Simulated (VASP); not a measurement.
Input of a VASP 6.6.1 run:

Contents of INCAR:

```
SYSTEM = GaSb2
  ALGO = Normal
  EDIFF = 1E-6
  ENCUT = 520
  GGA = PE
  ISIF = 2
  ISMEAR = 0
  LASPH = .TRUE.
  LCHARG = .TRUE.
  LELF = .TRUE.
  LREAL = .FALSE.
  LVHAR = .TRUE.
  LWAVE = .FALSE.
  NBANDS = 18
  NELM = 100
  PREC = Accurate
  SIGMA = 0.1
```

The input KPOINTS:

```
k-points
0
G
  6 6 4
  0 0 0
```

File POSCAR:

```
GaSb2
1.0
    4.1113697900      0.0000000000      0.0000000000
   -2.0556849000      3.5605506800      0.0000000000
    0.0000000000      0.0000000000      4.5565498600
Ga Sb
1 2
Direct
    0.0000000000      0.0000000000      0.0000000000
    0.3333333300      0.6666666700      0.5000000000
    0.6666666700      0.3333333300      0.5000000000
```

Potentials or basis: VASP PAW PBE potentials, release 64 (Ga_d, Sb).

Run with:

```console
$ cat potpaw_PBE.64/Ga_d/POTCAR potpaw_PBE.64/Sb/POTCAR > POTCAR
$ mpirun -np 1 vasp_std > vasp.out
```

Q: Estimate the pressure.

A: 48.2 GPa.

Stress tensor (GPa, compression positive):
```
71.35  0.00  0.00
 0.00 71.35  0.00
 0.00  0.00  1.96
```
